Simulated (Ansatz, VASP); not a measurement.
**LiH in VASP and in Ansatz**

Contents of INCAR:

```
SYSTEM = LiH
  ALGO = Normal
  EDIFF = 1E-6
  ENCUT = 520
  GGA = PE
  ISIF = 2
  ISMEAR = 0
  LASPH = .TRUE.
  LCHARG = .TRUE.
  LELF = .TRUE.
  LREAL = .FALSE.
  LVHAR = .TRUE.
  LWAVE = .FALSE.
  NBANDS = 9
  NELM = 100
  PREC = Accurate
  SIGMA = 0.05
```

Contents of KPOINTS:

```
k-points
0
G
  10 10 10
  0 0 0
```

File POSCAR:

```
LiH
1.0
    0.0000000000      2.1138000000      2.1138000000
    2.1138000000      0.0000000000      2.1138000000
    2.1138000000      2.1138000000      0.0000000000
Li H
1 1
Direct
    0.0000000000      0.0000000000      0.0000000000
    0.5000000000      0.5000000000      0.5000000000
```

Input for Ansatz:

```yaml
crystal:
  lattice:
    - [0.0, 2.1138, 2.1138]
    - [2.1138, 0.0, 2.1138]
    - [2.1138, 2.1138, 0.0]
  atoms:
    - { symbol: Li, position: [0.0, 0.0, 0.0] }
    - { symbol: H, position: [0.5, 0.5, 0.5] }
basis:
  ecutwfc: 420
kpoints:
  mp_grid: { grid: [10, 10, 10] }
hamiltonian:
  xc: pbe
scf:
  occupations: { method: gaussian, width: 0.05 }
output:
  forces: true
  stress: true
  eigenvalues: true
  write_density: true
  write_potential: true
  elf: true
  volumetric_format: npy
```

Change from the starting cell: strain +0.040 along x and y, +0.040 along z, atoms carried along.

Alike in both runs: task single point; functional PBE; k mesh 10 × 10 × 10; occupations gaussian, width 0.05 eV; no spin polarisation.

|  | VASP | Ansatz |
| --- | --- | --- |
| version | VASP 6.6.1 | Ansatz 0.2.0 |
| potentials or method | VASP PAW PBE potentials, release 64 (Li_sv, H), cutoff 520 eV | scalar-relativistic, plane waves, PAW |
| valence electrons in the cell | 4 | 4 |

```tsv
	VASP	Ansatz	Ansatz less VASP
gap on the k mesh at the Fermi level (eV)	3.07	3.08	+0.009
least direct gap on the mesh (eV)	3.07	3.08	+0.009
```

With one functional, cell and mesh, what is left measures potentials, basis and numerics.

Noted on VASP's run: the cutoff is short for stress, so the pressure is rough.
